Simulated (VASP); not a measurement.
A run of VASP 6.6.1:

File INCAR:

```
SYSTEM = HgTe
PREC = Accurate
ENCUT = 520
EDIFF = 1E-7
ISMEAR = 0
SIGMA = 0.15
LREAL = .False.
LASPH = .True.
NELM = 80
ALGO = Normal
ISIF = 2
LWAVE = .False.
LCHARG = .True.
GGA = PS
LELF = .True.
LVHAR = .True.
NBANDS = 26
```

The input KPOINTS:

```
regular mesh
0
Gamma
  12 12 8
  0 0 0
```

POSCAR

```
HgTe
1.0
    2.9995453784     -3.0001352822      0.0000000000
    2.9995453784      3.0001352822      0.0000000000
    0.0000000000      0.0000000000      6.0086701413
Hg Te
2 2
Direct
    0.2998159803      0.7001840197      0.7500000000
    0.7001840197      0.2998159803      0.2500000000
    0.7868749385      0.2131250615      0.7500000000
    0.2131250615      0.7868749385      0.2500000000
```

Potentials or basis: VASP PAW PBE potentials, release 64 (Hg, Te).

The run is started by

```console
$ cat potpaw_PBE.64/Hg/POTCAR potpaw_PBE.64/Te/POTCAR > POTCAR
$ mpirun -np 1 vasp_std > vasp.out
```

Hardware: 1 thread of AMD EPYC 9R45 96-Core Processor (Zen 5), on a shared host.

**Question.** Estimate the wall time of this run.

**Answer.** Wall time 3.8 min on 1 thread of AMD EPYC 9R45 96-Core Processor (Zen 5) (shared host), peak memory 0.58 GiB. Counts: scf iterations 14, k points 215.
